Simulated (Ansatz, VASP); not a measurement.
P in VASP and in Ansatz

```
P
1.0
     1.72573    0.99635    3.12968
    -1.72573    0.99635    3.12968
     0.00000   -1.99270    3.12968
P
2
Cartesian
  0.0000 -0.4185 1.8938
  0.0000 0.4185 7.4952
```

Change from the starting cell: shortest bond scaled by 0.58, PAW files.

Alike in both runs: task single point; functional PBEsol; k mesh 11 × 11 × 11; occupations fermi-dirac, width 0.05 eV; no spin polarisation.

|  | VASP | Ansatz |
| --- | --- | --- |
| version | VASP 6.6.1 | Ansatz 0.2.0 |
| potentials or method | VASP PAW PBE potentials, release 64 (P) | PAW with Ansatz's default frozen-core files, scalar-relativistic |
| plane-wave cutoff (eV) | 520 | 420 |
| valence electrons in the cell | 10 | 10 |

```tsv
	VASP	Ansatz	Ansatz less VASP
pressure (GPa)	191.1	183.1	-8.08
traceless stress, the component that is largest in VASP (GPa)	237.86	227.54	-10.311
rms of the force components (eV/Å)	47.907	45.795	-2.1117
```

VASP's potentials were made for PBE, not for PBEsol. Atom by atom the forces differ by 2.112 eV/Å (rms over components). Both programs put the cell under a high pressure, so it lies far from rest at this level. The functional is the same, so the differences come from potentials, cutoffs and numerics.

Noted on VASP's run: the cell as given lies far from equilibrium.
